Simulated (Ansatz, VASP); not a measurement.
## CsHS: VASP beside Ansatz

```
Cs H S
1.0
    -4.09315    4.09315    4.57149
     4.09315   -4.09315    4.57149
     4.09315    4.09315   -4.57149
Cs H S
4 4 4
Direct
  0.25000 0.75000 0.50000
  0.27100 0.27100 0.00000
  0.72900 0.72900 0.00000
  0.75000 0.25000 0.50000
  0.08090 0.23805 0.31895
  0.23805 0.91910 0.15715
  0.76195 0.08090 0.84285
  0.91910 0.76195 0.68105
  0.23715 0.75203 0.98918
  0.24797 0.23715 0.48512
  0.75203 0.76285 0.51488
  0.76285 0.24797 0.01082
```

Alike in both runs: functional PBE; dispersion D3(BJ); k mesh 4 × 4 × 4; occupations gaussian, width 0.02 eV; no spin polarisation.

Ansatz relaxed the structure, and its values are those at the end. VASP's run is a single point on that final structure, the one shown.

|  | VASP | Ansatz |
| --- | --- | --- |
| version | VASP 6.6.1 | Ansatz 0.2.0 |
| potentials or method | VASP PAW PBE potentials, release 64 (Cs_sv, H, S), cutoff 520 eV | scalar-relativistic, plane waves, PAW |
| valence electrons in the cell | 64 | 64 |

Ansatz gave:

* gap on the k mesh at the Fermi level (eV): 3.48
* least direct gap on the mesh (eV): 3.48
* pressure (GPa): 0.0
* rms of the force components (eV/Å): 0.002

Estimate VASP's values.

gap on the k mesh at the Fermi level (eV): 3.47; least direct gap on the mesh (eV): 3.47; pressure (GPa): -0.1; rms of the force components (eV/Å): 0.036.

Spin-orbit coupling is off throughout.
